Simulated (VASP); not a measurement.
# Sb (I4/mmm) in VASP: a series of runs

The runs below take Sb through relaxation of cell and atoms, with PBEsol.

Everything below comes from runs of VASP 6.6.1. Logs are shortened: lines on timing, memory, paths and dates and some standing lists are left out, and cuts for length are marked.

## (1) The cell of the first run

Symmetry: I4/mmm, No. 139, tetragonal system. Conventional cell: a = 3.153 Å, b = 3.153 Å, c = 5.424 Å, α = 90.00°, β = 90.00°, γ = 90.00°. Sb (site symmetry 4/mmm) has 12 Sb at 3.15 to 3.51 Å within 4.1 Å.

## (2) Relaxation of cell and atoms, PBEsol, target pressure 20 GPa, at which the enthalpy is minimised

Input file INCAR:

```
PREC = Accurate ; ENCUT = 600
EDIFF = 1E-6 ; ISMEAR = -1
SIGMA = 0.05 ; LREAL = F
LASPH = T ; NELM = 100
ALGO = Normal ; ISIF = 3
LWAVE = F ; LCHARG = F
GGA = PS ; IBRION = 2
NSW = 80 ; EDIFFG = -0.005
PSTRESS = 200.0
```

Input file KPOINTS:

```
Automatic mesh
0
Gamma
  12 12 12
```

Input file POSCAR:

```
Sb
1.0
   -1.5765401831      1.5765401831      2.7119384313
    1.5765401831     -1.5765401831      2.7119384313
    1.5765401831      1.5765401831     -2.7119384313
Sb
1
Direct
    0.0000000000      0.0000000000      0.0000000000
```

Potentials or basis: VASP PAW PBE potentials, release 64 (Sb).

On the command line:

```bash
$ cat potpaw_PBE.64/Sb/POTCAR > POTCAR
$ mpirun -np 1 vasp_std > vasp.out
```

OUTCAR:

```text
PREC = Accurate
   ENCUT = 600
   EDIFF = 1E-6
   ISMEAR = -1
   LREAL = F
   LASPH = T
   NELM = 100
   ISIF = 3
   GGA = PS
   IBRION = 2
   NSW = 80
   EDIFFG = -0.005
   PSTRESS = 200.0

 ion  position               nearest neighbor table
   1  0.000  0.000  0.000-

  LATTYP: Found a body centered tetragonal cell.
 ALAT       =     3.1530803662
 C/A-ratio  =     1.7201835135

  Lattice vectors:

 A1 = (  -1.5765401831,   1.5765401831,   2.7119384313)
 A2 = (   1.5765401831,  -1.5765401831,   2.7119384313)
 A3 = (   1.5765401831,   1.5765401831,  -2.7119384313)

Analysis of symmetry for initial positions (statically):
=====================================================================
 Subroutine PRICEL returns:
 Original cell was already a primitive cell.

 Routine SETGRP: Setting up the symmetry group for a
 body centered tetragonal supercell.

 Subroutine GETGRP returns: Found 16 space group operations
 (whereof 16 operations were pure point group operations)
 out of a pool of 16 trial point group operations.

The static configuration has the point symmetry D_4h.

Analysis of symmetry for dynamics (positions and initial velocities):
=====================================================================
 Subroutine PRICEL returns:
 Original cell was already a primitive cell.

 Routine SETGRP: Setting up the symmetry group for a
 body centered tetragonal supercell.

 Subroutine GETGRP returns: Found 16 space group operations
 (whereof 16 operations were pure point group operations)
 out of a pool of 16 trial point group operations.

The dynamic configuration has the point symmetry D_4h.

 Subroutine INISYM returns: Found 16 space group operations
 (whereof 16 operations are pure point group operations),
 and found     1 'primitive' translations

----------------------------------------------------------------------------------------

                                     Primitive cell

  volume of cell :      26.9619

  direct lattice vectors                    reciprocal lattice vectors
    -1.576540183  1.576540183  2.711938431     0.000000000  0.317150178  0.184369967
     1.576540183 -1.576540183  2.711938431     0.317150178  0.000000000  0.184369967
     1.576540183  1.576540183 -2.711938431     0.317150178  0.317150178  0.000000000

  length of vectors
     3.510778824  3.510778824  3.510778824     0.366846726  0.366846726  0.448518083

  position of ions in fractional coordinates (direct lattice)
     0.000000000  0.000000000  0.000000000

  ion indices of the primitive-cell ions
   primitive index   ion index
                 1           1

----------------------------------------------------------------------------------------

 KPOINTS: Automatic mesh

Automatic generation of k-mesh.
 Grid dimensions read from file:
 generate k-points for:   12   12   12

 Generating k-lattice:

  Cartesian coordinates                     Fractional coordinates (reciprocal lattice)
     0.000000000  0.026429182  0.015364164     0.083333333 -0.000000000  0.000000000
     0.026429182  0.000000000  0.015364164    -0.000000000  0.083333333  0.000000000
     0.026429182  0.026429182  0.000000000     0.000000000  0.000000000  0.083333333

  Length of vectors
     0.030570561  0.030570561  0.037376507

  Shift w.r.t. Gamma in fractional coordinates (k-lattice)
     0.000000000  0.000000000  0.000000000

 Subroutine IBZKPT returns following result:
 ===========================================

 Found    163 irreducible k-points:

 Following reciprocal coordinates:
            Coordinates               Weight
  0.000000  0.000000  0.000000      1.000000
  0.083333  0.000000 -0.000000      8.000000
  0.166667  0.000000 -0.000000      8.000000
  0.250000 -0.000000  0.000000      8.000000
  0.333333  0.000000 -0.000000      8.000000
  0.416667  0.000000 -0.000000      8.000000
[... 16 lines left out ...]
  0.500000  0.166667  0.000000     16.000000
 -0.416667  0.166667  0.000000     16.000000
 [... further k-points ...]
   k-points           NKPTS =    163   k-points in BZ     NKDIM =    163   number of bands    NBANDS=      6
   number of dos      NEDOS =    301   number of ions     NIONS =      1
   total plane-waves  NPLWV =  21952
   dimension x,y,z NGX =    28 NGY =   28 NGZ =   28
   dimension x,y,z NGXF=    56 NGYF=   56 NGZF=   56
   ions per type =               1
   NGX,Y,Z   is equivalent  to a cutoff of  13.26, 13.26, 13.26 a.u.
   NGXF,Y,Z  is equivalent  to a cutoff of  26.52, 26.52, 26.52 a.u.
 SYSTEM =  unknown system
   PREC   = accura    normal or accurate (medium, high low for compatibility)
   ISTART =      0    job   : 0-new  1-cont  2-samecut
   ICHARG =      2    charge: 1-file 2-atom 10-const
   ISPIN  =      1    spin polarized calculation?
   LNONCOLLINEAR =      F non collinear calculations
   LSORBIT =      F    spin-orbit coupling
   LASPH  =      T    aspherical Exc in radial PAW
   ENCUT  =  600.0 eV  44.10 Ry    6.64 a.u.   7.01  7.01  7.01*2*pi/ulx,y,z
   NELM   =    100;   NELMIN=  2; NELMDL= -5     # of ELM steps
   EDIFF  = 0.1E-05   stopping-criterion for ELM
   LREAL  =      F    real-space projection
   EDIFFG = -.5E-02   stopping-criterion for IOM
   NSW    =     80    number of steps for IOM
   IBRION =      2    ionic relax: 0-MD 1-quasi-New 2-CG
   NFREE  =      1    steps in history (QN), initial steepest desc. (CG)
   ISIF   =      3    stress and relaxation
   ISYM   =      2    0-nonsym 1-usesym 2-fastsym
   POTIM  = 0.5000    time-step for ionic-motion
   TEBEG  =    0.0;   TEEND  =   0.0 temperature during run
   PSTRESS=  200.0 pullay stress
   NELECT =       5.0000    total number of electrons
   NUPDOWN=      -1.0000    fix difference up-down
   EMIN   =  10.00;   EMAX   =-10.00  energy-range for DOS
   EFERMI =   0.00;   METHOD = LEGACY
   ISMEAR =    -1;   SIGMA  =   0.05  broadening in eV -4-tet -1-fermi 0-gaus
   EFERMI_NEDOS =   21; number of points for ismear=-14 and -15
   IALGO  =     38    algorithm
   IMIX   =      4    mixing-type and parameters
     AMIX     =   0.40;   BMIX     =  1.00
     AMIX_MAG =   1.60;   BMIX_MAG =  1.00
  volume/ion in A,a.u.               =      26.96       181.95
  Fermi-wavevector in a.u.,A,eV,Ry     =   0.933573  1.764197 11.858269  0.871558
  Thomas-Fermi vector in A             =   2.060288
   LORBIT       =      0    0 simple, 1 ext, 2 COOP (PROOUT), +10 PAW based schemes
   GGA     = PS    functional components
   LHFCALC =     F    Hartree Fock is set to
   AEXX    =    0.0000 exact exchange contribution
   IVDW    =     0    specifies the selected vdW correction
   LEPSILON=     F    determine dielectric tensor
   LRPA    =     F    only Hartree local field effects (RPA)
 conjugate gradient relaxation of ions
 non-spin polarized calculation
  energy-cutoff  :      600.00
  volume of cell :       26.96
 maximum number of plane-waves:       922
   NGX = 15   NGY = 15   NGZ = 15

--------------------------------------- Ionic step        1  -------------------------------------------

 number of electron       5.0000000 magnetization

 Free energy of the ion-electron system (eV)
  ---------------------------------------------------
  ext. energy  EPLUGINS =         0.00000000
  ---------------------------------------------------
  free energy    TOTEN  =        -4.31520554 eV

  energy without entropy =       -4.30968780  energy(sigma->0) =       -4.31244667

 E-fermi :   8.3638     XC(G=0): -10.3173

 val. band max:        8.3216535966   @ k =  -0.3333   0.3333   0.0000
 cond. band min:       8.3917698961   @ k =   0.3333   0.1667   0.0833
 fundamental gap:      0.0701162995
 Fermi energy:         8.3637826450

 k-point     1 :       0.0000    0.0000    0.0000
  band No.  band energies     occupation
      1      -4.5946      2.00000
      2      13.0063      0.00000
      3      13.7966      0.00000
      4      13.7966      0.00000
      5      17.7776      0.00000
      6      19.0196      0.00000

 k-point     2 :       0.0833    0.0000   -0.0000
  band No.  band energies     occupation
      1      -4.4552      2.00000
      2      12.3101      0.00000
      3      12.9393      0.00000
      4      13.7663      0.00000
      5      17.5117      0.00000
      6      18.1083      0.00000
[... 190 lines left out ...]
 k-point    24 :      -0.4167    0.1667    0.0000
  band No.  band energies     occupation
      1      -1.3984      2.00000
      2       4.7486      2.00000
      3       9.6604      0.00000
      4      11.1572      0.00000
      5      14.9806      0.00000
      6      16.7714      0.00000

 [... further k-points ...]
[... 5 lines left out ...]
  --------------------------------------------------------------------------------------
  -------------------------------------------------------------------------------------
  Total       -0.1772251     -0.1772251     -0.2843548      0.0000000      0.0000000      0.0000000
  in kB      -10.5313957    -10.5313957    -16.8974520      0.0000000      0.0000000      0.0000000
  external PRESSURE =    -212.6534145 kB  Pullay stress =     200.0000000 kB
[... 90 lines left out ...]
  FREE ENERGIE OF THE ION-ELECTRON SYSTEM (eV)
  ---------------------------------------------------
  free  energy   TOTEN  =        -4.1315888840 eV

  energy  without entropy=       -4.1256951799  energy(sigma->0) =       -4.12864203

  enthalpy is  TOTEN    =        -1.3436056306 eV   P V=        2.7879832534

[... ionic steps 4 to 13 ...]

--------------------------------------- Ionic step       14  -------------------------------------------

 number of electron       5.0000000 magnetization

------------------------ aborting loop because EDIFF is reached ----------------------------------------

  FORCE on cell =-STRESS in cart. coord.  units (eV):
  Direction    XX          YY          ZZ          XY          YZ          ZX
  --------------------------------------------------------------------------------------
  -------------------------------------------------------------------------------------
  Total        2.7135804      2.7135804      2.7266953      0.0000000      0.0000000      0.0000000
  in kB      200.0914706    200.0914706    201.0585238      0.0000000      0.0000000      0.0000000
  external PRESSURE =       0.4138217 kB  Pullay stress =     200.0000000 kB
[... 59 lines left out ...]
  enthalpy is  TOTEN    =        -1.3677988700 eV   P V=        2.7124977852

--------------------------------------- Ionic step       16  -------------------------------------------

 number of electron       5.0000000 magnetization

 Free energy of the ion-electron system (eV)
  ---------------------------------------------------
  ext. energy  EPLUGINS =         0.00000000
  ---------------------------------------------------
  free energy    TOTEN  =        -4.08031874 eV

  energy without entropy =       -4.07538931  energy(sigma->0) =       -4.07785402

 E-fermi :  11.4377     XC(G=0): -11.2823

 val. band max:       11.4306710294   @ k =   0.5000   0.2500  -0.0000
 cond. band min:      11.4568004057   @ k =  -0.1667  -0.2500   0.0833
 fundamental gap:      0.0261293763
 Fermi energy:        11.4376512061

 k-point     1 :       0.0000    0.0000    0.0000
  band No.  band energies     occupation
      1      -3.3828      2.00000
      2      18.4299      0.00000
      3      18.4913      0.00000
      4      18.4913      0.00000
      5      21.8135      0.00000
      6      21.8264      0.00000

 k-point     2 :       0.0833    0.0000   -0.0000
  band No.  band energies     occupation
      1      -3.2145      2.00000
      2      16.7768      0.00000
      3      17.9818      0.00000
      4      18.3604      0.00000
      5      20.9901      0.00000
      6      22.2923      0.00000
[... 190 lines left out ...]
 k-point    24 :      -0.4167    0.1667    0.0000
  band No.  band energies     occupation
      1       0.5060      2.00000
      2       7.3572      2.00000
      3      13.4787      0.00000
      4      14.7490      0.00000
      5      18.1123      0.00000
      6      21.6847      0.00000

 [... further k-points ...]
[... 5 lines left out ...]
  --------------------------------------------------------------------------------------
  -------------------------------------------------------------------------------------
  Total        2.7158801      2.7158801      2.7168921      0.0000000      0.0000000      0.0000000
  in kB      200.2477708    200.2477708    200.3223892      0.0000000      0.0000000      0.0000000
  external PRESSURE =       0.2726436 kB  Pullay stress =     200.0000000 kB
[... 16 lines left out ...]
  FREE ENERGIE OF THE ION-ELECTRON SYSTEM (eV)
  ---------------------------------------------------
  free  energy   TOTEN  =        -4.0803187399 eV

  energy  without entropy=       -4.0753893057  energy(sigma->0) =       -4.07785402

  enthalpy is  TOTEN    =        -1.3677990283 eV   P V=        2.7125197116

 reached required accuracy - stopping structural energy minimisation
```

Run time: 4.7 min. Hardware: 1 thread of Intel Xeon 8259CL, shared host; peak memory 0.19 GiB.

What came out:

```
Free energy                                                : -4.0803 eV
Relaxed volume                                             : 21.73 Å³/atom
Relaxed cell                                               : a = 3.212 Å, b = 3.212 Å, c = 3.212 Å, α = 124.25°, β = 124.25°, γ = 82.79°
Space group after relaxing (to 0.1 Å)                      : I4/mmm (No. 139)
Energy change on relaxing (the run minimises the enthalpy) : +234.9 meV/atom
Ionic steps                                                : 16
Pressure after relaxing                                    : 20.0 GPa
Band gap on the k mesh                                     : zero (an odd number of electrons rules out a gap without spin polarisation)
```

Step by step:
| step | energy change (eV) | largest force (eV/Å) | pressure (GPa) | volume (Å³) |
| --- | --- | --- | --- | --- |
| 1 | 0.0000 | 0.0000 | -1.27 | 26.96 |
| 2 | 2.7428 | 0.0000 | 131.51 | 15.27 |
| 3 | 0.1836 | 0.0000 | 16.88 | 22.33 |
| 4 | 0.2187 | 0.0000 | 18.86 | 22.02 |
| 5 | 0.2406 | 0.0000 | 20.06 | 21.84 |
| 6 | 0.2397 | 0.0000 | 20.36 | 21.72 |
| 7 | 0.2426 | 0.0000 | 20.50 | 21.68 |
| 8 | 0.2512 | 0.0000 | 20.93 | 21.60 |
| 9 | 0.2494 | 0.0000 | 20.82 | 21.62 |
| 10 | 0.2068 | 0.0000 | 18.47 | 21.96 |
| 11 | 0.2344 | 0.0000 | 19.98 | 21.73 |
| 12 | 0.2347 | 0.0000 | 20.00 | 21.73 |
| 13 | 0.2348 | 0.0000 | 20.01 | 21.73 |
| 14 | 0.2351 | 0.0000 | 20.04 | 21.73 |
| 15 | 0.2349 | 0.0000 | 20.03 | 21.73 |
| 16 | 0.2349 | 0.0000 | 20.03 | 21.73 |

Final structure:
```
Sb
1.0
    -1.50162    1.50162    2.40921
     1.50162   -1.50162    2.40921
     1.50162    1.50162   -2.40921
Sb
1
Direct
  0.00000 0.00000 0.00000
```

Levels at points of the mesh, in eV from the Fermi level:
```tsv
k point	band 1	band 2	band 3	band 4	band 5	band 6
(0.00, 0.00, 0.00)	-14.82	6.99	7.05	7.05	10.38	10.39
(0.50, 0.00, 0.00)	-9.70	-7.30	3.21	6.17	7.66	10.11
(0.50, 0.50, 0.00)	-6.63	-5.74	-0.65	0.45	3.82	4.27
(0.50, 0.50, 0.50)	-8.95	-6.88	1.76	1.76	5.57	6.00
```

Caveat: the cell is relaxed towards a set pressure, so the run minimises the enthalpy, not the energy; the volume moved by over 15 % at a fixed basis, so the end points are rough; the PAW data sets were made with another functional, which shifts forces and pressure a little; spin-orbit coupling is left out, which moves the levels of the heavy elements.

## (3) Relaxation of cell and atoms, PBEsol, target pressure 30 GPa, at which the enthalpy is minimised

Input file INCAR:

```
SYSTEM = Sb
  PREC = Accurate
  ENCUT = 600
  EDIFF = 1E-6
  ISMEAR = -1
  SIGMA = 0.05
  LREAL = .False.
  LASPH = .True.
  NELM = 80
  ALGO = Normal
  ISIF = 3
  LWAVE = .False.
  LCHARG = .False.
  GGA = PS
  IBRION = 2
  NSW = 80
  EDIFFG = -0.005
  PSTRESS = 300.0
```

Input file KPOINTS:

```
Automatic mesh
0
Gamma
  12 12 12
  0 0 0
```

POSCAR is that of step 2.

Potentials or basis: VASP PAW PBE potentials, release 64 (Sb).

On the command line:

```bash
$ cat potpaw_PBE.64/Sb/POTCAR > POTCAR
$ mpirun -np 1 vasp_std > vasp.out
```

Wall time 4.9 min (1 thread of Intel Xeon 8259CL, shared host); peak memory 0.2 GiB.

The run converged. Its results:

| Property | Result |
| --- | --- |
| Free energy | -3.8866 eV |
| Relaxed volume | 20.48 Å³/atom |
| Relaxed cell | a = 3.150 Å, b = 3.150 Å, c = 3.150 Å, α = 124.32°, β = 124.32°, γ = 82.67° |
| Space group after relaxing (to 0.1 Å) | I4/mmm (No. 139) |
| Energy change on relaxing (the run minimises the enthalpy) | +428.6 meV/atom |
| Ionic steps | 15 |
| Pressure after relaxing | 30.0 GPa |
| Band gap on the k mesh | zero (an odd number of electrons rules out a gap without spin polarisation) |

Step by step:
| step | energy change (eV) | largest force (eV/Å) | pressure (GPa) | volume (Å³) |
| --- | --- | --- | --- | --- |
| 1 | 0.0000 | 0.0000 | -1.27 | 26.96 |
| 2 | 9.0339 | 0.0000 | 426.93 | 11.20 |
| 3 | 0.2655 | 0.0000 | 21.42 | 21.65 |
| 4 | 0.3400 | 0.0000 | 25.37 | 21.14 |
| 5 | 0.4353 | 0.0000 | 30.21 | 20.59 |
| 6 | 0.4137 | 0.0000 | 29.14 | 20.70 |
| 7 | 0.4164 | 0.0000 | 29.40 | 20.56 |
| 8 | 0.4364 | 0.0000 | 30.38 | 20.44 |
| 9 | 0.4292 | 0.0000 | 30.03 | 20.48 |
| 10 | 0.4228 | 0.0000 | 29.72 | 20.51 |
| 11 | 0.4261 | 0.0000 | 29.88 | 20.49 |
| 12 | 0.4252 | 0.0000 | 29.84 | 20.50 |
| 13 | 0.4357 | 0.0000 | 30.34 | 20.44 |
| 14 | 0.4284 | 0.0000 | 29.99 | 20.48 |
| 15 | 0.4286 | 0.0000 | 30.00 | 20.48 |

Final structure:
```cif
data_structure
_symmetry_space_group_name_H-M 'P 1'
_symmetry_Int_Tables_number 1
_cell_length_a 3.1501
_cell_length_b 3.1501
_cell_length_c 3.1501
_cell_angle_alpha 124.316
_cell_angle_beta 124.316
_cell_angle_gamma 82.673
_cell_volume 20.48
loop_
_atom_site_label
_atom_site_type_symbol
_atom_site_fract_x
_atom_site_fract_y
_atom_site_fract_z
_atom_site_occupancy
Sb1 Sb 0.00000 0.00000 0.00000 1
```

Levels at points of the mesh, in eV from the Fermi level:
| k point | band 1 | band 2 | band 3 | band 4 | band 5 |
| --- | --- | --- | --- | --- | --- |
| (0.00, 0.00, 0.00) | -15.44 | 7.55 | 7.55 | 7.56 | 10.31 |
| (0.50, 0.00, 0.00) | -9.90 | -7.78 | 3.38 | 6.62 | 7.82 |
| (0.50, 0.50, 0.00) | -6.55 | -6.10 | -0.71 | 0.42 | 3.89 |
| (0.50, 0.50, 0.50) | -9.10 | -7.35 | 1.84 | 1.84 | 5.63 |

Caveat: the cell is relaxed towards a set pressure, so the run minimises the enthalpy, not the energy; the volume moved by over 15 % at a fixed basis, so the end points are rough; the PAW data sets were made with another functional, which shifts forces and pressure a little; spin-orbit coupling is left out, which moves the levels of the heavy elements.

The gap in the log of VASP goes by the Fermi energy; the results here count the filled bands.